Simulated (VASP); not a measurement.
Crystal: Nb.

```
Nb
1.0
    -1.65882    1.65882    1.65882
     1.65882   -1.65882    1.65882
     1.65882    1.65882   -1.65882
Nb
1
Direct
  0.00000 0.00000 0.00000
```

Base run:

| Item | Value |
| --- | --- |
| Program | VASP 6.6.1 |
| Functional | PBE |
| Potentials or basis | VASP PAW PBE potentials, release 64 (Nb_sv) |
| Cutoff | 500 eV |
| k mesh | 10 × 10 × 10 |
| Occupations | gaussian, width 0.0056 eV |
| Spin | no spin polarisation |

Its results: pressure -1.2 GPa.

**Question.** The run is repeated on the same cell with these changes: k mesh from 10 × 10 × 10 to 4 × 4 × 4; occupations from gaussian, width 0.0056 eV to gaussian, width 0.1 eV. What comes out?

**Answer.** Pressure 2.1 GPa.

Caveats: some runs use coarse meshes.
